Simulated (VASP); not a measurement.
The system is Na2Sb.

```
Na Sb
1.0
    -3.55954    3.55954    2.96893
     3.55954   -3.55954    2.96893
     3.55954    3.55954   -2.96893
Na Sb
4 2
Direct
  0.71960 0.49518 0.77558
  0.71960 0.94402 0.22442
  0.69402 0.96960 0.72442
  0.24518 0.96960 0.27558
  0.12500 0.62500 0.50000
  0.37500 0.37500 0.00000
```

The cell was generated, and may not be a known phase.

```yaml
Program: VASP 6.6.1
Task: relaxation of cell and atoms
Functional: PBE
Potentials_or_basis: VASP PAW PBE potentials, release 64 (Na_pv, Sb)
Cutoff: 600 eV
k_mesh: 4 × 4 × 4
Occupations: gaussian, width 0.1 eV
Spin: no spin polarisation
```

At the start: pressure 8.6 GPa; volume 25.08 Å³/atom.

Q: How do energy, volume and symmetry change on relaxing?

A: Over 24 steps the energy falls by 520.0 meV/atom and the volume is 35.70 Å³/atom (+42.4 %); space group I4_1md (No. 109, to 0.1 Å) before and after.

The path:
| step | energy change (eV) | largest force (eV/Å) | pressure (GPa) | volume (Å³) |
| --- | --- | --- | --- | --- |
| 1 | 0.0000 | 2.5835 | 8.59 | 150.47 |
| 2 | -1.4180 | 0.3941 | 0.68 | 181.62 |
| 3 | -1.4537 | 0.1252 | -0.41 | 191.15 |
| 4 | -1.4548 | 0.1613 | -0.24 | 189.62 |
| 5 | -1.4544 | 0.1817 | -0.16 | 188.78 |
| 6 | -1.4673 | 0.1464 | -0.02 | 187.69 |
| 7 | -1.4920 | 0.0211 | 0.46 | 184.40 |
| 8 | -1.4545 | 0.3300 | 1.77 | 177.63 |
| 9 | -1.4950 | 0.0407 | 0.68 | 183.11 |
| 10 | -1.5058 | 0.0614 | 0.65 | 184.00 |
| 11 | -1.5378 | 0.1256 | 0.60 | 186.63 |
| 12 | -1.5976 | 0.2626 | 0.53 | 191.58 |
| 13 | -1.6866 | 0.5235 | 0.60 | 200.21 |
| 14 | -1.7736 | 0.8718 | 1.10 | 211.47 |
| 15 | -1.8713 | 0.7445 | 2.20 | 202.80 |
| 16 | -2.4662 | 0.7804 | 0.76 | 213.71 |
| 17 | -2.7490 | 0.8080 | 1.00 | 211.05 |
| 18 | -2.7360 | 0.8024 | 1.08 | 210.28 |
| 19 | -2.9740 | 0.3491 | -0.70 | 224.33 |
| 20 | -2.9826 | 0.2726 | -1.02 | 227.65 |
| 21 | -3.1017 | 0.1238 | -0.29 | 217.56 |
| 22 | -3.1181 | 0.0355 | 0.13 | 212.75 |
| 23 | -3.1181 | 0.0291 | 0.17 | 212.46 |
| 24 | -3.1201 | 0.0203 | 0.00 | 214.22 |

Final structure:
```
Na Sb
1.0
    -5.36138    5.36138    1.86318
     5.36138   -5.36138    1.86318
     5.36138    5.36138   -1.86318
Na Sb
4 2
Cartesian
  2.7788 5.3614 0.9158
  2.5826 0.0000 2.7790
  5.3614 2.5826 1.8474
  5.3614 -2.5826 1.8474
  5.3614 0.0000 0.2708
  0.0000 0.0000 1.2023
```

Caveat: the volume moved by over 15 % at a fixed basis, so the end points are rough.
